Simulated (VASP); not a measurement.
Here is a VASP 6.6.1 calculation.

The input INCAR:

```
PREC = Accurate
ENCUT = 520
EDIFF = 1E-6
ISMEAR = 0
SIGMA = 0.05
LREAL = False
LASPH = True
NELM = 100
ALGO = Normal
ISIF = 2
LWAVE = False
LCHARG = True
GGA = PE
IVDW = 12
LELF = True
LVHAR = True
NBANDS = 35
```

KPOINTS

```
regular mesh
0
Gamma
  12 12 4
```

File POSCAR:

```
MoS2
1.0
    3.2753000000      0.0000000000      0.0000000000
   -1.6376500000      2.8364930050      0.0000000000
    0.0000000000      0.0000000000     11.2249000000
Mo S
2 4
Direct
    0.6666666667      0.3333333333      0.2501439769
    0.3333333333      0.6666666667      0.7498560231
    0.3333333333      0.6666666667      0.3795985159
    0.6666666667      0.3333333333      0.8793132861
    0.3333333333      0.6666666667      0.1206867139
    0.6666666667      0.3333333333      0.6204014841
```

Potentials or basis: VASP PAW PBE potentials, release 64 (Mo_sv, S).

Launch:

```console
$ cat potpaw_PBE.64/Mo_sv/POTCAR potpaw_PBE.64/S/POTCAR > POTCAR
$ mpirun -np 1 vasp_std > vasp.out
```

Question: Predict the pressure.

Answer: 1.0 GPa.

Question: What does it give for the largest force?

Answer: 1.251 eV/Å.

Stress tensor (GPa, compression positive):
```
-5.87  0.00  0.00
 0.00 -5.87  0.00
 0.00  0.00 14.59
```

Caveat: forces of over 1 eV/Å act on the atoms, so gaps and moduli don't describe the material at rest.
